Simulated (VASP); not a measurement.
# AlN: relaxation of the atoms with LDA

Crystal: AlN.

```
CELL_PARAMETERS angstrom
3.08862 0.00000 0.00000
-1.54431 2.67482 0.00000
0.00000 0.00000 4.54810
ATOMIC_POSITIONS crystal
Al 0.33333 0.66667 0.00152
Al 0.66667 0.33333 0.50152
N 0.33333 0.66667 0.38348
N 0.66667 0.33333 0.88348
```

| Item | Value |
| --- | --- |
| Program | VASP 6.6.1 |
| Task | relaxation of the atoms |
| Functional | LDA |
| Potentials or basis | VASP PAW LDA potentials, release 64 (Al, N) |
| Cutoff | 520 eV |
| k mesh | 9 × 9 × 6 |
| Occupations | gaussian, width 0.05 eV |
| Spin | no spin polarisation |
| Dipole correction | no |
| Further INCAR settings | ALGO = Normal; EDIFF = 1e-07; IBRION = 2; EDIFFG = -0.01; NSW = 50 |

```yaml
Energy_gained_by_relaxing: 50.0 meV/atom
Ionic_steps: 3
Pressure_after_relaxing: 18.6 GPa
Largest_force_after_relaxing: 0.006 eV/Å
Band_gap_on_the_k_mesh: 4.53 eV
```

Forces in eV/Å, atoms in the order of the input:
```
Al   0.000  0.000 -0.006
Al   0.000  0.000 -0.006
N    0.000  0.000  0.006
N    0.000  0.000  0.006
```

Stress tensor (GPa, compression positive):
```
14.70  0.00  0.00
 0.00 14.70  0.00
 0.00  0.00 26.36
```

The path:
```
step  energy change (eV)  largest force (eV/Å)  pressure (GPa)
   1              0.0000                2.0692           22.92
   2             -0.1162                0.8087           17.37
   3             -0.1999                0.0058           18.59
```

Final structure:
```
Al N
1.0
     3.08862    0.00000    0.00000
    -1.54431    2.67482    0.00000
     0.00000    0.00000    4.54810
Al N
2 2
Direct
  0.33333 0.66667 0.98959
  0.66667 0.33333 0.48959
  0.33333 0.66667 0.39541
  0.66667 0.33333 0.89541
```

Levels at points of the mesh, in eV from the valence-band top:
```tsv
k point	band 4	band 5	band 6	band 7	band 8	band 9	band 10	band 11	band 12
(0.00, 0.00, 0.00)	-2.05	-2.05	-1.07	-1.07	0.00	4.53	6.16	10.24	10.24
(0.00, 0.00, 0.50)	-3.63	-1.58	-1.58	-1.58	-1.58	6.52	6.52	10.56	10.56
```

Wall time 57 s on 1 thread of Intel Xeon 8259CL (shared host), peak memory 0.14 GiB.

Caveat: an odd mesh through Γ misses points on the zone boundary, where band edges can lie.
